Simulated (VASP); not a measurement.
Runs of VASP 6.6.1 on NaCl. The structure is that of space group P6_3/mmc (No. 194), or close to it. The cells are those of the table. 

```csv
level,cell,gap on the mesh (eV),pressure (GPa),largest force (eV/Å)
PBE,"a = 4.780, b = 4.780, c = 5.658 Å, angles 90.0, 90.0, 120.0°, 4 atoms",4.74,(c),-
r2SCAN,"a = 4.625, b = 4.625, c = 5.456 Å, angles 90.0, 90.0, 120.0°, 4 atoms",5.61,1.3,-
PBE,"a = 4.682, b = 4.682, c = 5.543 Å, angles 90.0, 90.0, 120.0°, 4 atoms",4.88,1.3,-
r2SCAN,"a = 4.721, b = 4.721, c = 5.569 Å, angles 90.0, 90.0, 120.0°, 4 atoms",(a),-0.2,0.01
r2SCAN,"a = 4.814, b = 4.814, c = 5.679 Å, angles 90.0, 90.0, 120.0°, 4 atoms",5.35,(b),0.01
```

Alike in all rows: task single point; potentials or basis VASP PAW PBE potentials, release 64 (Na_pv, Cl); no spin polarisation; k mesh 6 × 6 × 4; cutoff (eV) 520; smearing gaussian 0.01 eV.

Q: Estimate the missing entries.

A: (a) 5.47; (b) -1.2; (c) 0.0.

Caveats: the PAW data sets were made with another functional, which shifts forces and pressure a little (at least some runs).

A k mesh can miss the band edges.
